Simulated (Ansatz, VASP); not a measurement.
**One calculation of Al, two programs**

```
Al
1.0
    -1.61986    1.50674    1.49256
     1.66712   -1.63404    1.66712
     1.49256    1.50674   -1.61986
Al
1
Direct
  0.00000 0.00000 0.00000
```

Alike in both runs: task single point; functional PBEsol; k mesh 18 × 16 × 18; occupations gaussian, width 0.1 eV; no spin polarisation.

|  | VASP | Ansatz |
| --- | --- | --- |
| version | VASP 6.6.1 | Ansatz 0.2.0 |
| potentials or method | VASP PAW PBE potentials, release 64 (Al), cutoff 500 eV | scalar-relativistic, plane waves, PAW |
| valence electrons in the cell | 3 | 3 |

```tsv
	VASP	Ansatz	Ansatz less VASP
gap on the k mesh at the Fermi level (eV)	none	none	-
pressure (GPa)	10.8	10.7	-0.10
traceless stress, the component that is largest in VASP (GPa)	5.49	5.45	-0.037
```

VASP's potentials were made for PBE, not for PBEsol. A gap of «none» marks a metal or a gap that the smearing closes. The functional is the same, so the differences come from potentials, cutoffs and numerics.
